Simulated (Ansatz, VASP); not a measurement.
## SiC5N8: VASP beside Ansatz

Contents of INCAR:

```
SYSTEM = SiC5N8
  ALGO = Normal
  EDIFF = 1E-6
  ENCUT = 520
  GGA = PE
  ISIF = 2
  ISMEAR = -1
  LASPH = .TRUE.
  LCHARG = .FALSE.
  LREAL = .FALSE.
  LWAVE = .FALSE.
  NBANDS = 45
  NELM = 100
  PREC = Accurate
  SIGMA = 0.02
```

Contents of KPOINTS:

```
k-points
0
G
  4 10 4
  0 0 0
```

The input POSCAR:

```
SiC5N8
1.0
    6.5548245967      0.0000000000      0.0454784998
    0.0000000000      2.4926927845      0.0000000000
   -3.2382126869      0.0000000000      5.8045747989
Si C N
1 5 8
Direct
    0.6019989768      0.5000000000      0.8297630272
    0.8300842686      0.0000000000      0.2422008410
    0.7717004724      0.0000000000      0.5751092090
    0.2160777045      0.5000000000      0.4021323133
    0.1658257722      0.5000000000      0.7665413768
    0.4028979489      0.0000000000      0.1754223596
    0.3140185913      0.5000000000      0.6566837232
    0.6644247265      0.0000000000      0.3252135982
    0.6984415494      0.5000000000      0.6380182082
    0.7166726794      0.0000000000      1.0036527668
    0.0267889066      0.0000000000      0.7114006596
    0.9702943275      0.5000000000      0.3239276324
    0.2837609526      0.0000000000      0.3205519412
    0.3370131234      0.5000000000      0.0293823434
```

Input for Ansatz:

```yaml
crystal:
  lattice:
    - [6.5548245967, 0.0, 0.0454784998]
    - [0.0, 2.4926927845, 0.0]
    - [-3.2382126869, 0.0, 5.8045747989]
  atoms:
    - { symbol: Si, position: [0.6019989768, 0.5, 0.8297630272] }
    - { symbol: C, position: [0.8300842686, 0.0, 0.242200841] }
    - { symbol: C, position: [0.7717004724, 0.0, 0.575109209] }
    - { symbol: C, position: [0.2160777045, 0.5, 0.4021323133] }
    - { symbol: C, position: [0.1658257722, 0.5, 0.7665413768] }
    - { symbol: C, position: [0.4028979489, 0.0, 0.1754223596] }
    - { symbol: "N", position: [0.3140185913, 0.5, 0.6566837232] }
    - { symbol: "N", position: [0.6644247265, 0.0, 0.3252135982] }
    - { symbol: "N", position: [0.6984415494, 0.5, 0.6380182082] }
    - { symbol: "N", position: [0.7166726794, 0.0, 1.0036527668] }
    - { symbol: "N", position: [0.0267889066, 0.0, 0.7114006596] }
    - { symbol: "N", position: [0.9702943275, 0.5, 0.3239276324] }
    - { symbol: "N", position: [0.2837609526, 0.0, 0.3205519412] }
    - { symbol: "N", position: [0.3370131234, 0.5, 0.0293823434] }
kpoints:
  mp_grid: { grid: [4, 10, 4] }
  band_path:
    path:
      - [0.0, 0.0, 0.0]
      - [3.468331992159e-35, 0.5, -2.898171067246e-18]
      - [7.812064649906e-19, 0.5, 0.5]
      - [7.812064649906e-19, -1.540564678971e-34, 0.5]
      - [0.0, 0.0, 0.0]
      - [-0.5, 1.24645470295e-19, 0.5]
      - [-0.5, 0.5, 0.5]
      - [3.468331992159e-35, 0.5, -2.898171067246e-18]
      - [-0.5, 0.5, 2.071022643923e-17]
      - [-0.5, 1.24645470295e-19, 2.071022643923e-17]
      - [0.0, 0.0, 0.0]
    npoints: 10
hamiltonian:
  xc: pbe
scf:
  occupations: { method: fermi_dirac, width: 0.02 }
  n_extra_bands: 7
output:
  forces: true
  stress: true
  eigenvalues: true
```

Alike in both runs: task single point; functional PBE; k mesh 4 × 10 × 4; occupations fermi-dirac, width 0.02 eV; no spin polarisation.

|  | VASP | Ansatz |
| --- | --- | --- |
| version | VASP 6.6.1 | Ansatz 0.2.0 |
| potentials or method | VASP PAW PBE potentials, release 64 (Si, C, N) | plane waves, PAW |
| plane-wave cutoff (eV) | 520 | 420 |
| valence electrons in the cell | 64 | 64 |

```csv
,VASP,Ansatz,Ansatz less VASP
gap on the k mesh at the Fermi level (eV),2.81,2.82,+0.007
pressure (GPa),6.2,5.8,-0.35
"traceless stress, the component that is largest in VASP (GPa)",0.51,0.56,+0.047
rms of the force components (eV/Å),0.089,0.095,+0.0068
```

Atom by atom the forces differ by 0.017 eV/Å (rms over components).
